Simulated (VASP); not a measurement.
# Ge (Fd-3m) in VASP: notebook

Aim: see how the results for Ge move with the level of theory and the settings. Levels: revPBE, BLYP, r2SCAN, PBE, LDA. Tasks: single point.

Program: VASP 6.6.1. These are calculated values, not measurements. Logs are shortened: lines on timing, memory, paths and dates and some standing lists are left out, and cuts for length are marked.

**Measured values to compare with.**

“Electronic and optical properties of SixGe1-x-ySny alloys lattice-matched to Ge”, 2021, arxiv:2109.02782 reports, for a bulk crystal of Ge at 300 K: band gap 0.807 eV (direct).

“Temperature-dependent photoluminescence in Ge: experiment and theory”, 2020, arxiv:2003.00143 reports, for a bulk crystal of Ge at 0 K: band gap 0.744 eV (indirect).

The results are compared with them further down.

### Step 1. The cell of the first run

Symmetry: Fd-3m, No. 227, cubic system. Conventional cell: a = 5.658 Å, b = 5.658 Å, c = 5.658 Å, α = 90.00°, β = 90.00°, γ = 90.00°. Within 3.2 Å of Ge (site symmetry -43m) lie 4 Ge at 2.45 Å.

### Step 2. Single point, revPBE

INCAR

```
PREC = Accurate
ENCUT = 520
EDIFF = 1E-6
ISMEAR = -1
SIGMA = 0.05
LREAL = False
LASPH = True
NELM = 80
ALGO = Normal
ISIF = 2
LWAVE = False
LCHARG = False
GGA = RE
NBANDS = 21
```

KPOINTS

```
regular mesh
0
Gamma
  5 5 5
```

POSCAR

```
Ge
1.0
    0.0000000000      2.8289100000      2.8289100000
    2.8289100000      0.0000000000      2.8289100000
    2.8289100000      2.8289100000      0.0000000000
Ge
2
Direct
    0.7500000000      0.7500000000      0.7500000000
    0.5000000000      0.5000000000      0.5000000000
```

Potentials or basis: VASP PAW PBE potentials, release 64 (Ge_d).

The run is started by

```bash
> cat potpaw_PBE.64/Ge_d/POTCAR > POTCAR
> mpirun -np 1 vasp_std > vasp.out
```

OUTCAR:

```text
PREC = Accurate
   ENCUT = 520
   EDIFF = 1E-6
   ISMEAR = -1
   LREAL = False
   LASPH = True
   NELM = 80
   ISIF = 2
   GGA = RE

 ion  position               nearest neighbor table
   1  0.750  0.750  0.750-   2 2.45   2 2.45   2 2.45   2 2.45
   2  0.500  0.500  0.500-   1 2.45   1 2.45   1 2.45   1 2.45

  LATTYP: Found a face centered cubic cell.
 ALAT       =     5.6578200000

  Lattice vectors:

 A1 = (   0.0000000000,   2.8289100000,   2.8289100000)
 A2 = (   2.8289100000,   0.0000000000,   2.8289100000)
 A3 = (   2.8289100000,   2.8289100000,   0.0000000000)

Analysis of symmetry for initial positions (statically):
=====================================================================
 Subroutine PRICEL returns:
 Original cell was already a primitive cell.

 Routine SETGRP: Setting up the symmetry group for a
 face centered cubic supercell.

 Subroutine GETGRP returns: Found 48 space group operations
 (whereof 24 operations were pure point group operations)
 out of a pool of 48 trial point group operations.

The static configuration has the point symmetry T_d .
 The point group associated with its full space group is O_h .

Analysis of symmetry for dynamics (positions and initial velocities):
=====================================================================
 Subroutine PRICEL returns:
 Original cell was already a primitive cell.

 Routine SETGRP: Setting up the symmetry group for a
 face centered cubic supercell.

 Subroutine GETGRP returns: Found 48 space group operations
 (whereof 24 operations were pure point group operations)
 out of a pool of 48 trial point group operations.

The dynamic configuration has the point symmetry T_d .
 The point group associated with its full space group is O_h .

 Subroutine INISYM returns: Found 48 space group operations
 (whereof 24 operations are pure point group operations),
 and found     1 'primitive' translations

----------------------------------------------------------------------------------------

                                     Primitive cell

  volume of cell :      45.2780

  direct lattice vectors                    reciprocal lattice vectors
     0.000000000  2.828910000  2.828910000    -0.176746521  0.176746521  0.176746521
     2.828910000  0.000000000  2.828910000     0.176746521 -0.176746521  0.176746521
     2.828910000  2.828910000  0.000000000     0.176746521  0.176746521 -0.176746521

  length of vectors
     4.000682889  4.000682889  4.000682889     0.306133954  0.306133954  0.306133954

  position of ions in fractional coordinates (direct lattice)
     0.750000000  0.750000000  0.750000000
     0.500000000  0.500000000  0.500000000

  ion indices of the primitive-cell ions
   primitive index   ion index
                 1           1
                 2           2

----------------------------------------------------------------------------------------

 KPOINTS: regular mesh

Automatic generation of k-mesh.
 Grid dimensions read from file:
 generate k-points for:    5    5    5

 Generating k-lattice:

  Cartesian coordinates                     Fractional coordinates (reciprocal lattice)
    -0.035349304  0.035349304  0.035349304     0.200000000  0.000000000  0.000000000
     0.035349304 -0.035349304  0.035349304     0.000000000  0.200000000  0.000000000
     0.035349304  0.035349304 -0.035349304     0.000000000  0.000000000  0.200000000

  Length of vectors
     0.061226791  0.061226791  0.061226791

  Shift w.r.t. Gamma in fractional coordinates (k-lattice)
     0.000000000  0.000000000  0.000000000

 Subroutine IBZKPT returns following result:
 ===========================================

 Found     10 irreducible k-points:

 Following reciprocal coordinates:
            Coordinates               Weight
  0.000000  0.000000  0.000000      1.000000
  0.200000  0.000000  0.000000      8.000000
  0.400000  0.000000  0.000000      8.000000
  0.200000  0.200000  0.000000      6.000000
  0.400000  0.200000  0.000000     24.000000
 -0.400000  0.200000  0.000000     24.000000
 -0.200000  0.200000  0.000000     12.000000
  0.400000  0.400000  0.000000      6.000000
 -0.400000  0.400000  0.000000     12.000000
 -0.400000  0.400000  0.200000     24.000000
   k-points           NKPTS =     10   k-points in BZ     NKDIM =     10   number of bands    NBANDS=     21
   number of dos      NEDOS =    301   number of ions     NIONS =      2
   total plane-waves  NPLWV =  27000
   dimension x,y,z NGX =    30 NGY =   30 NGZ =   30
   dimension x,y,z NGXF=    60 NGYF=   60 NGZF=   60
   ions per type =               2
   NGX,Y,Z   is equivalent  to a cutoff of  12.47, 12.47, 12.47 a.u.
   NGXF,Y,Z  is equivalent  to a cutoff of  24.93, 24.93, 24.93 a.u.
 SYSTEM =  unknown system
   PREC   = accura    normal or accurate (medium, high low for compatibility)
   ISTART =      0    job   : 0-new  1-cont  2-samecut
   ICHARG =      2    charge: 1-file 2-atom 10-const
   ISPIN  =      1    spin polarized calculation?
   LNONCOLLINEAR =      F non collinear calculations
   LSORBIT =      F    spin-orbit coupling
   LASPH  =      T    aspherical Exc in radial PAW
   ENCUT  =  520.0 eV  38.22 Ry    6.18 a.u.   7.44  7.44  7.44*2*pi/ulx,y,z
   NELM   =     80;   NELMIN=  2; NELMDL= -5     # of ELM steps
   EDIFF  = 0.1E-05   stopping-criterion for ELM
   LREAL  =      F    real-space projection
   EDIFFG = 0.1E-04   stopping-criterion for IOM
   NSW    =      0    number of steps for IOM
   IBRION =     -1    ionic relax: 0-MD 1-quasi-New 2-CG
   NFREE  =      0    steps in history (QN), initial steepest desc. (CG)
   ISIF   =      2    stress and relaxation
   ISYM   =      2    0-nonsym 1-usesym 2-fastsym
   POTIM  = 0.5000    time-step for ionic-motion
   TEBEG  =    0.0;   TEEND  =   0.0 temperature during run
   PSTRESS=    0.0 pullay stress
   NELECT =      28.0000    total number of electrons
   NUPDOWN=      -1.0000    fix difference up-down
   EMIN   =  10.00;   EMAX   =-10.00  energy-range for DOS
   EFERMI =   0.00;   METHOD = LEGACY
   ISMEAR =    -1;   SIGMA  =   0.05  broadening in eV -4-tet -1-fermi 0-gaus
   EFERMI_NEDOS =   21; number of points for ismear=-14 and -15
   IALGO  =     38    algorithm
   IMIX   =      4    mixing-type and parameters
     AMIX     =   0.40;   BMIX     =  1.00
     AMIX_MAG =   1.60;   BMIX_MAG =  1.00
  volume/ion in A,a.u.               =      22.64       152.78
  Fermi-wavevector in a.u.,A,eV,Ry     =   1.394756  2.635708 26.468033  1.945346
  Thomas-Fermi vector in A             =   2.518275
   LORBIT       =      0    0 simple, 1 ext, 2 COOP (PROOUT), +10 PAW based schemes
   GGA     = RE    functional components
   LHFCALC =     F    Hartree Fock is set to
   AEXX    =    0.0000 exact exchange contribution
   IVDW    =     0    specifies the selected vdW correction
   LEPSILON=     F    determine dielectric tensor
   LRPA    =     F    only Hartree local field effects (RPA)
 non-spin polarized calculation
  energy-cutoff  :      520.00
  volume of cell :       45.28
 maximum number of plane-waves:      1243
 NGX is ok and might be reduce to    30
   NGX = 15   NGY = 15   NGZ = 15

 number of electron      28.0000022 magnetization

 Free energy of the ion-electron system (eV)
  ---------------------------------------------------
  ext. energy  EPLUGINS =         0.00000000
  ---------------------------------------------------
  free energy    TOTEN  =        -8.32070505 eV

  energy without entropy =       -8.31890564  energy(sigma->0) =       -8.31980534

 E-fermi :   5.1828     XC(G=0):  -9.7790

 val. band max:        5.0914871201   @ k =   0.0000   0.0000   0.0000
 cond. band min:       5.2142694245   @ k =   0.0000   0.0000   0.0000
 fundamental gap:      0.1227823044
 Fermi energy:         5.1827886593

 k-point     1 :       0.0000    0.0000    0.0000
  band No.  band energies     occupation
      1     -19.7367      2.00000
      2     -19.7367      2.00000
      3     -19.7367      2.00000
      4     -19.7013      2.00000
      5     -19.7013      2.00000
      6     -19.4911      2.00000
[... 13 lines left out ...]
     20      14.5324      0.00000
     21      14.5324      0.00000

 k-point     2 :       0.2000    0.0000    0.0000
  band No.  band energies     occupation
      1     -19.7514      2.00000
      2     -19.7514      2.00000
      3     -19.7308      2.00000
      4     -19.6792      2.00000
      5     -19.6792      2.00000
      6     -19.5119      2.00000
[... 13 lines left out ...]
     20      13.3570      0.00000
     21      13.3570      0.00000

 k-point     3 :       0.4000    0.0000    0.0000
  band No.  band energies     occupation
      1     -19.7604      2.00000
      2     -19.7604      2.00000
      3     -19.7210      2.00000
      4     -19.6613      2.00000
      5     -19.6613      2.00000
      6     -19.5246      2.00000
[... 13 lines left out ...]
     20      14.9774      0.00000
     21      14.9774      0.00000

 k-point     4 :       0.2000    0.2000    0.0000
  band No.  band energies     occupation
      1     -19.7496      2.00000
      2     -19.7496      2.00000
      3     -19.7458      2.00000
      4     -19.6790      2.00000
      5     -19.6516      2.00000
      6     -19.5558      2.00000
[... 13 lines left out ...]
     20      14.3023      0.00000
     21      15.2135      0.00000

 k-point     5 :       0.4000    0.2000    0.0000
  band No.  band energies     occupation
      1     -19.7733      2.00000
      2     -19.7612      2.00000
      3     -19.7169      2.00000
      4     -19.6530      2.00000
      5     -19.6249      2.00000
      6     -19.5816      2.00000
[... 13 lines left out ...]
     20      15.3723      0.00000
     21      16.2840      0.00000

 k-point     6 :      -0.4000    0.2000    0.0000
  band No.  band energies     occupation
      1     -19.7814      2.00000
      2     -19.7687      2.00000
      3     -19.6923      2.00000
      4     -19.6410      2.00000
      5     -19.6325      2.00000
      6     -19.5580      2.00000
[... 13 lines left out ...]
     20      14.4783      0.00000
     21      16.0117      0.00000

 k-point     7 :      -0.2000    0.2000    0.0000
  band No.  band energies     occupation
      1     -19.7663      2.00000
      2     -19.7658      2.00000
      3     -19.7098      2.00000
      4     -19.6689      2.00000
      5     -19.6456      2.00000
      6     -19.5453      2.00000
[... 13 lines left out ...]
     20      15.0671      0.00000
     21      15.5677      0.00000

 k-point     8 :       0.4000    0.4000    0.0000
  band No.  band energies     occupation
      1     -19.7677      2.00000
      2     -19.7677      2.00000
      3     -19.7172      2.00000
      4     -19.6454      2.00000
      5     -19.6216      2.00000
      6     -19.5695      2.00000
[... 13 lines left out ...]
     20      17.2662      0.00000
     21      17.7539      0.00000

 k-point     9 :      -0.4000    0.4000    0.0000
  band No.  band energies     occupation
      1     -19.7848      2.00000
      2     -19.7713      2.00000
      3     -19.6838      2.00000
      4     -19.6425      2.00000
      5     -19.5945      2.00000
      6     -19.5825      2.00000
[... 13 lines left out ...]
     20      15.5192      0.00000
     21      18.4285      0.00000

 k-point    10 :      -0.4000    0.4000    0.2000
  band No.  band energies     occupation
      1     -19.7832      2.00000
      2     -19.7781      2.00000
      3     -19.6766      2.00000
      4     -19.6247      2.00000
      5     -19.6133      2.00000
      6     -19.5907      2.00000
[... 13 lines left out ...]
     20      15.5836      0.00000
     21      18.3903      0.00000

------------------------ aborting loop because EDIFF is reached ----------------------------------------

  FORCE on cell =-STRESS in cart. coord.  units (eV):
  Direction    XX          YY          ZZ          XY          YZ          ZX
  --------------------------------------------------------------------------------------
  -------------------------------------------------------------------------------------
  Total        1.3721716      1.3721716      1.3721716      0.0000000      0.0000000     -0.0000000
  in kB       48.5547384     48.5547384     48.5547384      0.0000000      0.0000000     -0.0000000
  external PRESSURE =      48.5547384 kB  Pullay stress =       0.0000000 kB

 VOLUME and BASIS-vectors are now :
 -----------------------------------------------------------------------------
  energy-cutoff  :      520.00
  volume of cell :       45.28
      direct lattice vectors                 reciprocal lattice vectors
     0.000000000  2.828910000  2.828910000    -0.176746521  0.176746521  0.176746521
     2.828910000  0.000000000  2.828910000     0.176746521 -0.176746521  0.176746521
     2.828910000  2.828910000  0.000000000     0.176746521  0.176746521 -0.176746521

 POSITION                                       TOTAL-FORCE (eV/Angst)
 -----------------------------------------------------------------------------------
      4.24336      4.24336      4.24336         0.000000      0.000000      0.000000
      2.82891      2.82891      2.82891        -0.000000     -0.000000     -0.000000
 -----------------------------------------------------------------------------------
    total drift:                                0.000000     -0.000000     -0.000000

  FREE ENERGIE OF THE ION-ELECTRON SYSTEM (eV)
  ---------------------------------------------------
  free  energy   TOTEN  =        -8.3207050479 eV

  energy  without entropy=       -8.3189056365  energy(sigma->0) =       -8.31980534
```

It took 11 s on 1 thread of Intel Xeon Platinum 8488C (Sapphire Rapids), shared host; peak memory 0.16 GiB.

What came out:

| Quantity | Value |
| --- | --- |
| Free energy | -8.3207 eV |
| Pressure | 4.9 GPa |
| Band gap on the k mesh | 0.12 eV, direct |

Caveat: the PAW data sets were made with another functional, which shifts forces and pressure a little. A k mesh can miss the band edges.

### Step 3. Single point, BLYP

INCAR

```
SYSTEM = Ge
  AGGAC = 1.0
  AGGAX = 1.0
  ALDAC = 0.0
  ALDAX = 1.0
  ALGO = Normal
  EDIFF = 1E-7
  ENCUT = 520
  GGA = B5
  ISIF = 2
  ISMEAR = -1
  LASPH = .True.
  LCHARG = .False.
  LREAL = .False.
  LWAVE = .False.
  NBANDS = 21
  NELM = 100
  PREC = Accurate
  SIGMA = 0.05
```

KPOINTS

```
k-points
0
Gamma
  5 5 5
  0 0 0
```

POSCAR is that of step 2.

Potentials or basis: VASP PAW PBE potentials, release 64 (Ge_d).

The run is started by

```bash
> cat potpaw_PBE.64/Ge_d/POTCAR > POTCAR
> mpirun -np 1 vasp_std > vasp.out
```

It took 19 s on 1 thread of Intel Xeon Platinum 8488C (Sapphire Rapids), shared host; peak memory 0.16 GiB.

It converged, with:

| Quantity | Value |
| --- | --- |
| Free energy | -7.4667 eV |
| Pressure | 7.8 GPa |
| Band gap on the k mesh | zero (filled and empty bands touch) |

Levels at points of the mesh, in eV from the Fermi level:
```csv
k point,band 12,band 13,band 14,band 15,band 16,band 17
"(0.00, 0.00, 0.00)",-0.20,-0.03,-0.03,-0.03,2.54,2.54
```

Caveat: the k points lie up to 0.38 Å⁻¹ apart; the PAW data sets were made with another functional, which shifts forces and pressure a little.

(Part 1 of 2 ends here.)
